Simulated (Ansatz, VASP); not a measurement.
One calculation of Mo, two programs

```xyz
1
Lattice="2.7355 0.0000 0.0000 -1.3678 2.3690 0.0000 0.0000 0.0000 2.5552" Properties=species:S:1:pos:R:3 pbc="T T T"
Mo    0.0000    0.0000    1.2776
```

Alike in both runs: task relaxation of cell and atoms; functional PBEsol; dispersion D3(BJ); k mesh 11 × 11 × 11; no spin polarisation.

|  | VASP | Ansatz |
| --- | --- | --- |
| version | VASP 6.6.1 | Ansatz 0.2.0 |
| potentials or method | VASP PAW PBE potentials, release 64 (Mo_sv), cutoff 600 eV | plane waves, PAW |
| occupations | methfessel-paxton of order 1, width 0.1 eV | cold, width 0.1 eV |
| valence electrons in the cell | 14 | 14 |

Ansatz gave:

* relaxed volume (Å³/atom): 15.72
* relaxed cell length with the largest relative difference (Å): 2.458

Problem. Which values does VASP return?

Solution. Relaxed volume (Å³/atom): 15.77; relaxed cell length with the largest relative difference (Å): 2.462.

VASP's potentials were made for PBE, not for PBEsol.
